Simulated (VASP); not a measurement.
A run of VASP 6.6.1:

The input INCAR:

```
SYSTEM = CdSiP2
ALGO = Normal ; EDIFF = 1E-8
ENCUT = 500 ; GGA = PS
GGA_COMPAT = .FALSE. ; IBRION = 8
ISIF = 2 ; ISMEAR = 0
KPAR = 4 ; LASPH = .TRUE.
LCHARG = .FALSE. ; LEPSILON = .TRUE.
LREAL = .FALSE. ; LWAVE = .FALSE.
NELM = 120 ; NSW = 1
PREC = Accurate ; SIGMA = 0.01
```

KPOINTS

```
k-points
0
G
  6 6 6
  0 0 0
```

File POSCAR:

```
CdSiP2
1.0
   -2.8220075087      2.8220075087      5.2504041426
    2.8220075087     -2.8220075087      5.2504041426
    2.8220075087      2.8220075087     -5.2504041426
Cd Si P
2 2 4
Direct
    0.7500000000      0.2500000000      0.5000000000
    0.0000000000      0.0000000000      0.0000000000
    0.5000000000      0.5000000000      0.0000000000
    0.2500000000      0.7500000000      0.5000000000
    0.8750000000      0.8323336651      0.4573336651
    0.1676663349      0.6250000000      0.0426663349
    0.3750000000      0.4176663349      0.5426663349
    0.5823336651      0.1250000000      0.9573336651
```

Potentials or basis: VASP PAW PBE potentials, release 64 (Cd, Si, P).

Run with:

```bash
$ cat potpaw_PBE.64/Cd/POTCAR potpaw_PBE.64/Si/POTCAR potpaw_PBE.64/P/POTCAR > POTCAR
$ mpirun -np 4 vasp_std > vasp.out
```

Hardware: 4 MPI ranks on Intel(R) Xeon(R) Platinum 8488C (Sapphire Rapids) (shared host).

Question: Estimate the wall time of this run.

Answer: It took 30 min on 4 MPI ranks on Intel(R) Xeon(R) Platinum 8488C (Sapphire Rapids), on a shared host, peak memory 1.4 GiB a rank. Counts: scf iterations 227, k points 30.
